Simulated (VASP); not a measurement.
# Cs2GaAg: relaxation of cell and atoms with PBE

The system is Cs2GaAg.

```
CELL_PARAMETERS angstrom
6.03423 0.00000 0.00000
-3.01712 5.22580 0.00000
0.00000 0.00000 6.46191
ATOMIC_POSITIONS crystal
Cs 0.66667 0.33333 0.72188
Cs 0.33333 0.66667 0.27812
Ga 0.00000 0.00000 0.00000
Ag 0.00000 0.00000 0.50000
```

The cell was built from a structure type or drawn by symmetry, and may not be a known phase.

```
Program                : VASP 6.6.1
Task                   : relaxation of cell and atoms
Functional             : PBE
Potentials or basis    : VASP PAW PBE potentials, release 64 (Cs_sv, Ga_d, Ag)
Cutoff                 : 600 eV
k mesh                 : 3 × 3 × 4
Occupations            : gaussian, width 0.1 eV
Spin                   : no spin polarisation
Dipole correction      : no
Further INCAR settings : ALGO = Normal; EDIFF = 1e-06; IBRION = 2; EDIFFG = -0.04; NSW = 90; ISIF = 3
```

The relaxed volume is 47.97 Å³/atom, the relaxed cell is a = 6.675 Å, b = 6.675 Å, c = 4.973 Å, α = 90.00°, β = 90.00°, γ = 120.00° and the space group after relaxing (to 0.1 Å) is P-3m1 (No. 164). The energy gained by relaxing is 168.1 meV/atom and the ionic steps are 10. The pressure after relaxing is 0.0 GPa and the largest force after relaxing is 0.037 eV/Å. The band gap on the k mesh is zero (bands 21 and 22 overlap by 0.83 eV).

Forces on the atoms (eV/Å):
```
Cs   0.000  0.000  0.037
Cs   0.000  0.000 -0.037
Ga   0.000  0.000  0.000
Ag   0.000  0.000  0.000
```

The path:
```tsv
step	energy change (eV)	largest force (eV/Å)	pressure (GPa)	volume (Å³)
1	0.0000	0.0121	-0.17	203.77
2	-0.0541	0.0176	-0.18	202.07
3	-0.1911	0.0038	-0.18	196.24
4	-0.6506	0.0516	0.59	181.04
5	-0.6698	0.0388	0.09	192.11
6	-0.6702	0.0403	0.16	190.66
7	-0.6689	0.0405	-0.20	193.71
8	-0.6720	0.0406	0.00	191.95
9	-0.6720	0.0403	-0.02	191.98
10	-0.6724	0.0375	-0.01	191.90
```

Final structure:
```yaml
crystal:
  lattice:
    - [6.67547, 0.00000, 0.00000]
    - [-3.33774, 5.78113, 0.00000]
    - [0.00000, 0.00000, 4.97254]
  atoms:
    - { symbol: Cs, position: [0.66667, 0.33333, 0.72353] }
    - { symbol: Cs, position: [0.33333, 0.66667, 0.27647] }
    - { symbol: Ga, position: [0.00000, 0.00000, 0.00000] }
    - { symbol: Ag, position: [0.00000, 0.00000, 0.50000] }
```

Levels at points of the mesh, in eV from the Fermi level:
```csv
k point,band 18,band 19,band 20,band 21,band 22,band 23,band 24,band 25
"(0.00, 0.00, 0.00)",-4.46,-4.19,-0.50,-0.50,-0.17,0.49,1.84,2.06
"(0.00, 0.00, 0.50)",-4.46,-4.46,-2.77,0.48,0.48,0.88,0.88,2.32
```

Run time: 5.5 min on 1 thread of Intel(R) Xeon(R) Platinum 8488C (Sapphire Rapids), on a shared host, peak memory 0.41 GiB.

Caveat: the k points lie up to 0.36 Å⁻¹ apart in the final cell, too coarse for converged energies and pressures of a metal; a cell axis changed by over 15 % at a fixed basis, so the end point is rough; spin-orbit coupling is left out, which moves the levels of the heavy elements.
